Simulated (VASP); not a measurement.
Wanted: the native input for a VASP 6.6.1 run.

| Item | Value |
| --- | --- |
| Task | single point |
| Functional | PBEsol |
| Potentials or basis | VASP PAW PBE potentials, release 64 (Zn, Cu) |
| Cutoff | 520 eV |
| k mesh | 9 × 9 × 9 |
| Occupations | fermi-dirac, width 0.05 eV |
| Spin | no spin polarisation |
| Dipole correction | no |
| Further INCAR settings | ALGO = Normal; EDIFF = 1e-07; NBANDS = 18 |

The structure of ZnCu lies in POSCAR:

```
ZnCu
1.0
    2.9101227790      0.0000000000      0.0000000000
    0.0000000000      2.9101227790      0.0000000000
    0.0000000000      0.0000000000      2.9101227790
Zn Cu
1 1
Direct
    0.5000000000      0.5000000000      0.5000000000
    0.0000000000      0.0000000000      0.0000000000
```

The input as run:

INCAR

```
SYSTEM = ZnCu
PREC = Accurate ; ENCUT = 520
EDIFF = 1E-7 ; ISMEAR = -1
SIGMA = 0.05 ; LREAL = .False.
LASPH = .True. ; NELM = 100
ALGO = Normal ; ISIF = 2
LWAVE = .False. ; LCHARG = .False.
GGA = PS ; NBANDS = 18
```

KPOINTS

```
regular mesh
0
Gamma
  9 9 9
  0 0 0
```

Potentials or basis: VASP PAW PBE potentials, release 64 (Zn, Cu).

Command:

```console
$ cat potpaw_PBE.64/Zn/POTCAR potpaw_PBE.64/Cu/POTCAR > POTCAR
$ mpirun -np 1 vasp_std > vasp.out
```

Results of the run:

```json
{
  "Pressure": "0.7 GPa"
}
```

Caveat: the PAW data sets were made with another functional, which shifts forces and pressure a little.

Run time: 12 s on 1 thread of Intel(R) Xeon(R) Platinum 8488C (Sapphire Rapids) (shared host), peak memory 0.14 GiB.
